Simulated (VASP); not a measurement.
A run of VASP 6.6.1:

Contents of INCAR:

```
ALGO     = Normal         # electronic algorithm
EDIFF    = 1E-6           # SCF threshold, eV
ENCUT    = 520            # plane-wave cutoff, eV
GGA      = PS             # functional
ISIF     = 2              # what is computed and relaxed
ISMEAR   = 0              # smearing method
LASPH    = True           # aspherical terms in the spheres
LCHARG   = True           # write CHGCAR
LELF     = True           # ELF
LREAL    = False          # projectors in reciprocal space
LVHAR    = True         
LWAVE    = False          # write WAVECAR
NBANDS   = 38             # bands
NELM     = 100            # most SCF steps
PREC     = Accurate       # precision mode
SIGMA    = 0.1            # smearing width, eV
```

The input KPOINTS:

```
k-points
0
Gamma
  8 8 8
```

The input POSCAR:

```
SiNi
1.0
    4.4680111544      0.0000000000      0.0000000000
    0.0000000000      4.4680111544      0.0000000000
    0.0000000000      0.0000000000      4.4680111544
Si Ni
4 4
Direct
    0.6535406010      0.1535406010      0.3464593990
    0.1535406010      0.3464593990      0.6535406010
    0.3464593990      0.6535406010      0.1535406010
    0.8464593990      0.8464593990      0.8464593990
    0.3509305941      0.8509305941      0.6490694059
    0.8509305941      0.6490694059      0.3509305941
    0.6490694059      0.3509305941      0.8509305941
    0.1490694059      0.1490694059      0.1490694059
```

Potentials or basis: VASP PAW PBE potentials, release 64 (Si, Ni).

Command:

```sh
$ cat potpaw_PBE.64/Si/POTCAR potpaw_PBE.64/Ni/POTCAR > POTCAR
$ mpirun -np 1 vasp_std > vasp.out
```

Hardware: 1 thread of AMD EPYC 9R45 96-Core Processor (Zen 5), on a shared host.

How long does it take, and how much memory?

It took 89 s on 1 thread of AMD EPYC 9R45 96-Core Processor (Zen 5) (shared host), peak memory 0.24 GiB. Counts: scf iterations 15, k points 45.
